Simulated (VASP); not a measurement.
# VN (Fm-3m) in VASP: further runs

The runs below take VN through single point, with PBE.

Everything below comes from runs of VASP 6.6.1. Logs are shortened: lines on timing, memory, paths and dates and some standing lists are left out, and cuts for length are marked.

## 1. The cell of the first run

The structure is cubic, space group Fm-3m (No. 225). Conventional cell: a = 4.125 Å, b = 4.125 Å, c = 4.125 Å, α = 90.00°, β = 90.00°, γ = 90.00°. V (site symmetry m-3m) has 6 N at 2.06 Å within 2.7 Å. Within 2.7 Å of N (site symmetry m-3m) lie 6 V at 2.06 Å.

## 2. Single point, PBE, collinear spin, ferromagnetic start

Input file INCAR:

```
ALGO = Normal
EDIFF = 1E-6
ENCUT = 600
GGA = PE
GGA_COMPAT = F
ISIF = 2
ISMEAR = 1
ISPIN = 2
LASPH = T
LCHARG = T
LELF = T
LMAXMIX = 4
LORBIT = 11
LREAL = F
LVHAR = T
LWAVE = F
MAGMOM = 0.3 0
NBANDS = 20
NELM = 200
PREC = Accurate
SIGMA = 0.1
```

Input file KPOINTS:

```
k-points
0
Gamma
  4 4 4
```

Input file POSCAR:

```
VN
1.0
    0.0000000000      2.0624650000      2.0624650000
    2.0624650000      0.0000000000      2.0624650000
    2.0624650000      2.0624650000      0.0000000000
V N
1 1
Direct
    0.0000000000      0.0000000000      0.0000000000
    0.5000000000      0.5000000000      0.5000000000
```

Potentials or basis: VASP PAW PBE potentials, release 64 (V_sv, N).

Started as:

```console
$ cat potpaw_PBE.64/V_sv/POTCAR potpaw_PBE.64/N/POTCAR > POTCAR
$ mpirun -np 1 vasp_std > vasp.out
```

OUTCAR:

```text
EDIFF = 1E-6
   ENCUT = 600
   GGA = PE
   ISIF = 2
   ISMEAR = 1
   ISPIN = 2
   LASPH = T
   LORBIT = 11
   LREAL = F
   NELM = 200
   PREC = Accurate

 ion  position               nearest neighbor table
   1  0.000  0.000  0.000-   2 2.06   2 2.06   2 2.06   2 2.06   2 2.06   2 2.06
   2  0.500  0.500  0.500-   1 2.06   1 2.06   1 2.06   1 2.06   1 2.06   1 2.06

  LATTYP: Found a face centered cubic cell.
 ALAT       =     4.1249300000

  Lattice vectors:

 A1 = (   0.0000000000,   2.0624650000,   2.0624650000)
 A2 = (   2.0624650000,   0.0000000000,   2.0624650000)
 A3 = (   2.0624650000,   2.0624650000,   0.0000000000)

Analysis of symmetry for initial positions (statically):
=====================================================================
 Subroutine PRICEL returns:
 Original cell was already a primitive cell.

 Routine SETGRP: Setting up the symmetry group for a
 face centered cubic supercell.

 Subroutine GETGRP returns: Found 48 space group operations
 (whereof 48 operations were pure point group operations)
 out of a pool of 48 trial point group operations.

The static configuration has the point symmetry O_h .

Analysis of symmetry for dynamics (positions and initial velocities):
=====================================================================
 Subroutine PRICEL returns:
 Original cell was already a primitive cell.

 Routine SETGRP: Setting up the symmetry group for a
 face centered cubic supercell.

 Subroutine GETGRP returns: Found 48 space group operations
 (whereof 48 operations were pure point group operations)
 out of a pool of 48 trial point group operations.

The dynamic configuration has the point symmetry O_h .

Analysis of structural, dynamic, and magnetic symmetry:
=====================================================================
 Subroutine PRICEL returns:
 Original cell was already a primitive cell.

 Routine SETGRP: Setting up the symmetry group for a
 face centered cubic supercell.

 Subroutine GETGRP returns: Found 48 space group operations
 (whereof 48 operations were pure point group operations)
 out of a pool of 48 trial point group operations.

The overall configuration has the point symmetry O_h .

 Subroutine INISYM returns: Found 48 space group operations
 (whereof 48 operations are pure point group operations),
 and found     1 'primitive' translations

----------------------------------------------------------------------------------------

                                     Primitive cell

  volume of cell :      17.5465

  direct lattice vectors                    reciprocal lattice vectors
     0.000000000  2.062465000  2.062465000    -0.242428356  0.242428356  0.242428356
     2.062465000  0.000000000  2.062465000     0.242428356 -0.242428356  0.242428356
     2.062465000  2.062465000  0.000000000     0.242428356  0.242428356 -0.242428356

  length of vectors
     2.916765975  2.916765975  2.916765975     0.419898230  0.419898230  0.419898230

  position of ions in fractional coordinates (direct lattice)
     0.000000000  0.000000000  0.000000000
     0.500000000  0.500000000  0.500000000

  ion indices of the primitive-cell ions
   primitive index   ion index
                 1           1
                 2           2

----------------------------------------------------------------------------------------

 KPOINTS: k-points

Automatic generation of k-mesh.
 Grid dimensions read from file:
 generate k-points for:    4    4    4

 Generating k-lattice:

  Cartesian coordinates                     Fractional coordinates (reciprocal lattice)
    -0.060607089  0.060607089  0.060607089     0.250000000  0.000000000  0.000000000
     0.060607089 -0.060607089  0.060607089     0.000000000  0.250000000  0.000000000
     0.060607089  0.060607089 -0.060607089     0.000000000  0.000000000  0.250000000

  Length of vectors
     0.104974558  0.104974558  0.104974558

  Shift w.r.t. Gamma in fractional coordinates (k-lattice)
     0.000000000  0.000000000  0.000000000

 Subroutine IBZKPT returns following result:
 ===========================================

 Found      8 irreducible k-points:

 Following reciprocal coordinates:
            Coordinates               Weight
  0.000000  0.000000  0.000000      1.000000
  0.250000  0.000000  0.000000      8.000000
  0.500000  0.000000  0.000000      4.000000
  0.250000  0.250000  0.000000      6.000000
  0.500000  0.250000  0.000000     24.000000
 -0.250000  0.250000  0.000000     12.000000
  0.500000  0.500000  0.000000      3.000000
 -0.250000  0.500000  0.250000      6.000000
   k-points           NKPTS =      8   k-points in BZ     NKDIM =      8   number of bands    NBANDS=     20
   number of dos      NEDOS =    301   number of ions     NIONS =      2
   total plane-waves  NPLWV =  13824
   dimension x,y,z NGX =    24 NGY =   24 NGZ =   24
   dimension x,y,z NGXF=    48 NGYF=   48 NGZF=   48
   ions per type =               1   1
   NGX,Y,Z   is equivalent  to a cutoff of  13.68, 13.68, 13.68 a.u.
   NGXF,Y,Z  is equivalent  to a cutoff of  27.36, 27.36, 27.36 a.u.
 SYSTEM =  unknown system
   PREC   = accura    normal or accurate (medium, high low for compatibility)
   ISTART =      0    job   : 0-new  1-cont  2-samecut
   ICHARG =      2    charge: 1-file 2-atom 10-const
   ISPIN  =      2    spin polarized calculation?
   LNONCOLLINEAR =      F non collinear calculations
   LSORBIT =      F    spin-orbit coupling
   LASPH  =      T    aspherical Exc in radial PAW
   ENCUT  =  600.0 eV  44.10 Ry    6.64 a.u.   5.83  5.83  5.83*2*pi/ulx,y,z
   NELM   =    200;   NELMIN=  2; NELMDL= -5     # of ELM steps
   EDIFF  = 0.1E-05   stopping-criterion for ELM
   LREAL  =      F    real-space projection
   EDIFFG = 0.1E-04   stopping-criterion for IOM
   NSW    =      0    number of steps for IOM
   IBRION =     -1    ionic relax: 0-MD 1-quasi-New 2-CG
   NFREE  =      0    steps in history (QN), initial steepest desc. (CG)
   ISIF   =      2    stress and relaxation
   ISYM   =      2    0-nonsym 1-usesym 2-fastsym
   POTIM  = 0.5000    time-step for ionic-motion
   TEBEG  =    0.0;   TEEND  =   0.0 temperature during run
   PSTRESS=    0.0 pullay stress
   NELECT =      18.0000    total number of electrons
   NUPDOWN=      -1.0000    fix difference up-down
   EMIN   =  10.00;   EMAX   =-10.00  energy-range for DOS
   EFERMI =   0.00;   METHOD = LEGACY
   ISMEAR =     1;   SIGMA  =   0.10  broadening in eV -4-tet -1-fermi 0-gaus
   EFERMI_NEDOS =   21; number of points for ismear=-14 and -15
   IALGO  =     38    algorithm
   IMIX   =      4    mixing-type and parameters
     AMIX     =   0.40;   BMIX     =  1.00
     AMIX_MAG =   1.60;   BMIX_MAG =  1.00
  volume/ion in A,a.u.               =       8.77        59.20
  Fermi-wavevector in a.u.,A,eV,Ry     =   1.651084  3.120096 37.090533  2.726077
  Thomas-Fermi vector in A             =   2.739923
   LORBIT       =     11    0 simple, 1 ext, 2 COOP (PROOUT), +10 PAW based schemes
   GGA     = PE    functional components
   LHFCALC =     F    Hartree Fock is set to
   AEXX    =    0.0000 exact exchange contribution
   IVDW    =     0    specifies the selected vdW correction
   LEPSILON=     F    determine dielectric tensor
   LRPA    =     F    only Hartree local field effects (RPA)
 spin polarized calculation
 Methfessel and Paxton  Order N= 1 SIGMA  =   0.10
  energy-cutoff  :      600.00
  volume of cell :       17.55
 maximum number of plane-waves:       604
   NGX = 11   NGY = 11   NGZ = 11

 number of electron      18.0000005 magnetization       0.3178685

 Free energy of the ion-electron system (eV)
  ---------------------------------------------------
  ext. energy  EPLUGINS =         0.00000000
  ---------------------------------------------------
  free energy    TOTEN  =       -19.33456617 eV

  energy without entropy =      -19.33467576  energy(sigma->0) =      -19.33460270

 E-fermi :  11.8560     XC(G=0): -13.5888

 val. band max:       11.8279012954   @ k =   0.2500   0.0000   0.0000
 cond. band min:      11.8700472697   @ k =   0.2500   0.2500   0.0000
 fundamental gap:      0.0421459742
 Fermi energy:        11.8559554986

 spin component 1

 k-point     1 :       0.0000    0.0000    0.0000
  band No.  band energies     occupation
      1     -53.6001      1.00000
      2     -27.2369      1.00000
      3     -27.2369      1.00000
      4     -27.2369      1.00000
      5      -6.0618      1.00000
      6       9.6664      1.00000
[... 12 lines left out ...]
     19      39.3997      0.00000
     20      39.3997      0.00000
[... 139 lines left out ...]
 k-point     8 :      -0.2500    0.5000    0.2500
  band No.  band energies     occupation
      1     -53.5042      1.00000
      2     -27.5254      1.00000
      3     -27.5254      1.00000
      4     -27.4092      1.00000
      5      -3.8153      1.00000
      6       5.6667      1.00000
[... 12 lines left out ...]
     19      34.3240      0.00000
     20      41.3066      0.00000
 Fermi energy:        11.8559554986

 spin component 2

 k-point     1 :       0.0000    0.0000    0.0000
  band No.  band energies     occupation
      1     -53.2872      1.00000
      2     -26.9268      1.00000
      3     -26.9268      1.00000
      4     -26.9268      1.00000
      5      -6.0410      1.00000
      6       9.6540      1.00000
[... 12 lines left out ...]
     19      39.5075      0.00000
     20      39.5075      0.00000
[... 139 lines left out ...]
 k-point     8 :      -0.2500    0.5000    0.2500
  band No.  band energies     occupation
      1     -53.1904      1.00000
      2     -27.2183      1.00000
      3     -27.2183      1.00000
      4     -27.1012      1.00000
      5      -3.8121      1.00000
      6       5.7413      1.00000
[... 12 lines left out ...]
     19      34.4492      0.00000
     20      41.3445      0.00000

------------------------ aborting loop because EDIFF is reached ----------------------------------------

  FORCE on cell =-STRESS in cart. coord.  units (eV):
  Direction    XX          YY          ZZ          XY          YZ          ZX
  --------------------------------------------------------------------------------------
  -------------------------------------------------------------------------------------
  Total       -0.1241808     -0.1241808     -0.1241808      0.0000000     -0.0000000      0.0000000
  in kB      -11.3390121    -11.3390121    -11.3390121      0.0000000     -0.0000000      0.0000000
  external PRESSURE =     -11.3390121 kB  Pullay stress =       0.0000000 kB

 VOLUME and BASIS-vectors are now :
 -----------------------------------------------------------------------------
  energy-cutoff  :      600.00
  volume of cell :       17.55
      direct lattice vectors                 reciprocal lattice vectors
     0.000000000  2.062465000  2.062465000    -0.242428356  0.242428356  0.242428356
     2.062465000  0.000000000  2.062465000     0.242428356 -0.242428356  0.242428356
     2.062465000  2.062465000  0.000000000     0.242428356  0.242428356 -0.242428356

 POSITION                                       TOTAL-FORCE (eV/Angst)
 -----------------------------------------------------------------------------------
      0.00000      0.00000      0.00000         0.000000      0.000000     -0.000000
      2.06246      2.06246      2.06246         0.000000     -0.000000      0.000000
 -----------------------------------------------------------------------------------
    total drift:                                0.000000     -0.000000     -0.000000

  FREE ENERGIE OF THE ION-ELECTRON SYSTEM (eV)
  ---------------------------------------------------
  free  energy   TOTEN  =       -19.3345661706 eV

  energy  without entropy=      -19.3346757620  energy(sigma->0) =      -19.33460270

 total charge

# of ion       s       p       d       tot
------------------------------------------
    1        2.240   6.274   3.156  11.669
    2        1.246   2.496   0.000   3.741
--------------------------------------------------
tot          3.485   8.769   3.156  15.410

 magnetization (x)

# of ion       s       p       d       tot
------------------------------------------
    1        0.004   0.001   0.301   0.306
    2        0.000  -0.011   0.000  -0.011
--------------------------------------------------
tot          0.004  -0.010   0.301   0.295
```

It took 6.9 s on 1 thread of Intel Xeon Platinum 8559C (Emerald Rapids), shared host; peak memory 0.14 GiB.

Results:

```
Free energy                                           : -19.3346 eV
Pressure                                              : -1.1 GPa
Net moment                                            : 0.32 μB per cell
Site moments                                          : V +0.31; N -0.01 μB
Valence electrons inside the program's atomic spheres : V 11.67; N 3.74
```

Levels at points of the mesh, in eV from the Fermi level:
Spin up:
```
           k point  band 7  band 8  band 9  band 10  band 11  band 12
(0.00, 0.00, 0.00)   -2.19   -2.19   -1.57    -1.57    -1.57    -0.45
(0.50, 0.00, 0.00)   -6.04   -6.04    0.54     0.54     1.42     4.99
(0.50, 0.50, 0.00)   -3.83   -3.62   -3.62     0.52     1.15     1.15
```
Spin down:
```
           k point  band 6  band 7  band 8  band 9  band 10  band 11  band 12  band 13
(0.00, 0.00, 0.00)   -2.20   -2.20   -2.20   -1.26    -1.26    -1.26    -0.25    -0.25
(0.50, 0.00, 0.00)   -8.77   -5.97   -5.97    0.88     0.88     1.70     5.13     5.13
(0.50, 0.50, 0.00)   -6.58   -3.61   -3.61   -3.57     0.72     1.51     1.51     2.88
```

Caveat: the k points lie up to 0.66 Å⁻¹ apart.

(Part 1 of 2 ends here.)
